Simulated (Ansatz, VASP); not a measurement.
# ZrBr: VASP beside Ansatz

```xyz
4
Lattice="1.7746 1.0246 9.4801 -1.7746 1.0246 9.4801 0.0000 -2.0491 9.4801" Properties=species:S:1:pos:R:3 pbc="T T T"
Zr    0.0000    0.0000    5.9497
Zr    0.0000    0.0000   22.4907
Br    0.0000    0.0000   11.1401
Br    0.0000    0.0000   17.3003
```

Change from the starting cell: volume scaled by 1.04.

Alike in both runs: task single point; functional LDA; k mesh 10 × 10 × 10; occupations fermi-dirac, width 0.02 eV; no spin polarisation.

|  | VASP | Ansatz |
| --- | --- | --- |
| version | VASP 6.6.1 | Ansatz 0.2.0 |
| potentials or method | VASP PAW LDA potentials, release 64 (Zr_sv, Br), cutoff 520 eV | all-electron LAPW, scalar-relativistic |

|  | VASP | Ansatz | Ansatz less VASP |
| --- | --- | --- | --- |
| pressure (GPa) | -5.8 | -5.9 | -0.10 |
| traceless stress, the component that is largest in VASP (GPa) | -0.39 | -0.42 | -0.022 |
| rms of the force components (eV/Å) | 0.243 | 0.247 | +0.0042 |

LDA's correlation is that of Perdew and Zunger in VASP and of Perdew and Wang (1992) in Ansatz. Atom by atom the forces differ by 0.007 eV/Å (rms over components). Ansatz ran all-electron here, and VASP with PAW potentials.
